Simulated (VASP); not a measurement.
A run of VASP 6.6.1:

The input POSCAR:

```
EuO
1.0
    0.0000000000      2.5719519658      2.5719519658
    2.5719519658      0.0000000000      2.5719519658
    2.5719519658      2.5719519658      0.0000000000
Eu O
1 1
Direct
    0.5000000000      0.5000000000      0.5000000000
    0.0000000000      0.0000000000      0.0000000000
```

INCAR.step1

```
PREC = Accurate
ENCUT = 520
EDIFF = 1E-6
ISMEAR = 0
SIGMA = 0.05
LREAL = False
LASPH = True
NELM = 200
ALGO = Normal
ISIF = 2
LWAVE = False
LCHARG = True
LMAXMIX = 6
GGA = PE
NBANDS = 18
GGA_COMPAT = False
NEDOS = 2001
LORBIT = 11
```

File KPOINTS.step1:

```
regular mesh
0
Gamma
  4 4 4
```

INCAR.step2

```
PREC = Accurate
ENCUT = 520
EDIFF = 1E-6
ISMEAR = -5
SIGMA = 0.05
LREAL = False
LASPH = True
NELM = 200
ALGO = Normal
ISIF = 2
LWAVE = False
LCHARG = False
LMAXMIX = 6
GGA = PE
LORBIT = 11
NBANDS = 18
NEDOS = 2001
ICHARG = 11
GGA_COMPAT = False
```

KPOINTS.step2

```
regular mesh
0
Gamma
  6 6 6
```

Potentials or basis: VASP PAW PBE potentials, release 64 (Eu, O).

Run with:

```console
$ cat potpaw_PBE.64/Eu/POTCAR potpaw_PBE.64/O/POTCAR > POTCAR
$ cp INCAR.step1 INCAR
$ cp KPOINTS.step1 KPOINTS
$ mpirun -np 1 vasp_std > vasp.out
$ cp INCAR.step2 INCAR
$ cp KPOINTS.step2 KPOINTS
$ mpirun -np 1 vasp_std > vasp.out
```

Hardware: 1 thread of Intel(R) Xeon(R) Platinum 8259CL CPU @ 2.50GHz (Skylake/Cascade Lake) (shared host).

**Question.** Estimate the wall time of this run.

**Answer.** Run time: 42 s on 1 thread of Intel(R) Xeon(R) Platinum 8259CL CPU @ 2.50GHz (Skylake/Cascade Lake), on a shared host, peak memory 0.16 GiB. Counts: k points 16.
